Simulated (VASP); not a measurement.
## TlI2: relaxation of cell and atoms with PBE

The system is TlI2.

```
Tl I
1.0
     0.00000    3.82230    3.82230
     3.82230    0.00000    3.82230
     3.82230    3.82230    0.00000
Tl I
1 2
Direct
  0.00000 0.00000 0.00000
  0.25000 0.25000 0.25000
  0.75000 0.75000 0.75000
```

```
Program                : VASP 6.6.1
Task                   : relaxation of cell and atoms
Functional             : PBE
Potentials or basis    : VASP PAW PBE potentials, release 64 (Tl_d, I)
Cutoff                 : 600 eV
k mesh                 : 4 × 4 × 4
Occupations            : gaussian, width 0.1 eV
Spin                   : no spin polarisation
Dipole correction      : no
Further INCAR settings : ALGO = Normal; EDIFF = 1e-06; IBRION = 2; EDIFFG = -0.04; NSW = 90; ISIF = 3
```

```json
{
 "Relaxed volume": "45.36 Å³/atom",
 "Relaxed cell": "a = 5.773 Å, b = 5.773 Å, c = 5.773 Å, α = 60.00°, β = 60.00°, γ = 60.00°",
 "Space group after relaxing (to 0.1 Å)": "Fm-3m (No. 225)",
 "Energy gained by relaxing": "81.8 meV/atom",
 "Ionic steps": "4",
 "Pressure after relaxing": "0.0 GPa",
 "Band gap on the k mesh": "zero (an odd number of electrons rules out a gap without spin polarisation)"
}
```

Step by step:
```tsv
step	energy change (eV)	largest force (eV/Å)	pressure (GPa)	volume (Å³)
1	0.0000	0.0000	4.09	111.69
2	-0.2260	0.0000	0.85	127.76
3	-0.2396	0.0000	-0.38	140.31
4	-0.2453	0.0000	-0.05	136.07
```

Final structure:
```
Tl I
1.0
     0.00000    4.08235    4.08235
     4.08235    0.00000    4.08235
     4.08235    4.08235    0.00000
Tl I
1 2
Direct
  0.00000 0.00000 0.00000
  0.25000 0.25000 0.25000
  0.75000 0.75000 0.75000
```

Levels at points of the mesh, in eV from the Fermi level:
| k point | band 11 | band 12 | band 13 | band 14 | band 15 | band 16 |
| --- | --- | --- | --- | --- | --- | --- |
| (0.00, 0.00, 0.00) | -1.50 | -0.50 | -0.50 | -0.50 | 3.59 | 3.59 |
| (0.50, 0.00, 0.00) | -1.40 | -1.01 | -1.01 | 0.20 | 4.76 | 4.76 |
| (0.50, 0.50, 0.00) | -0.66 | 0.02 | 0.02 | 0.21 | 3.71 | 5.64 |

Wall time 2.2 min on 1 thread of Oxide Virtual Turin-like Processor, with other jobs on the host, peak memory 0.29 GiB.

Caveat: the volume moved by over 15 % at a fixed basis, so the end points are rough; spin-orbit coupling is left out, which moves the levels of the heavy elements; an odd number of electrons without spin polarisation forces a metal; a magnetic or distorted state may lie lower.
